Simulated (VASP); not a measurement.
A run of VASP 6.6.1 is set up as follows.

The input INCAR:

```
ALGO = Normal
EDIFF = 1E-7
ENCUT = 520
GGA = PE
ISIF = 2
ISMEAR = -1
LASPH = True
LCHARG = False
LREAL = False
LWAVE = False
NBANDS = 28
NELM = 80
PREC = Accurate
SIGMA = 0.02
```

KPOINTS

```
k-points
0
Gamma
  6 6 6
```

POSCAR

```
BaTiO3
1.0
    3.9631984559      0.0000000000      0.0000000000
    0.0000000000      2.8578841584      2.8741958894
    0.0000000000     -2.8578841584      2.8741958894
Ba Ti O
1 1 3
Direct
    0.0000000000      0.0049647913      0.0049647913
    0.5000000000      0.5205652018      0.5205652018
    0.5000000000      0.9767600036      0.4907771774
    0.5000000000      0.4907771774      0.9767600036
    0.0000000000      0.4868328260      0.4868328260
```

Potentials or basis: VASP PAW PBE potentials, release 64 (Ba_sv, Ti_sv, O).

Run with:

```bash
$ cat potpaw_PBE.64/Ba_sv/POTCAR potpaw_PBE.64/Ti_sv/POTCAR potpaw_PBE.64/O/POTCAR > POTCAR
$ mpirun -np 1 vasp_std > vasp.out
```

(1) Estimate the band gap on the k mesh.

(2) Estimate the largest force.

(3) Predict the pressure.

Results:

(1) 2.24 eV (least direct gap 2.70 eV).

(2) 0.155 eV/Å.

(3) 4.9 GPa.

Caveat: the cell stands under pressure; spin-orbit coupling is left out, which moves the levels of the heavy elements.
